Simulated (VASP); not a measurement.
A run of VASP 6.6.1 is set up as follows.

Contents of INCAR:

```
SYSTEM = Cu
PREC = Accurate
ENCUT = 520
EDIFF = 1E-7
ISMEAR = 0
SIGMA = 0.15
LREAL = .FALSE.
LASPH = .TRUE.
NELM = 100
ALGO = Fast
ISIF = 2
LWAVE = .FALSE.
LCHARG = .TRUE.
GGA = PE
LELF = .TRUE.
LVHAR = .TRUE.
NBANDS = 18
```

Contents of KPOINTS:

```
regular mesh
0
G
  24 24 12
  0 0 0
```

File POSCAR:

```
Cu
1.0
    2.5340966698      0.0000000000      0.0000000000
   -1.2670483349      2.1945920917      0.0000000000
    0.0000000000      0.0000000000      4.1125710000
Cu
2
Direct
    0.3333333333      0.6666666667      0.2500000000
    0.6666666667      0.3333333333      0.7500000000
```

Potentials or basis: VASP PAW PBE potentials, release 64 (Cu).

Command:

```bash
$ cat potpaw_PBE.64/Cu/POTCAR > POTCAR
$ mpirun -np 1 vasp_std > vasp.out
```

Problem. Predict the pressure.

Solution. 7.7 GPa.

Problem. What does it give for the band gap on the k mesh?

Solution. Zero (band 11 reaches 12.08 eV, above the bottom of band 12 at 5.99 eV).

Stress tensor (GPa, compression positive):
```
7.08 0.00 0.00
0.00 7.08 0.00
0.00 0.00 9.08
```
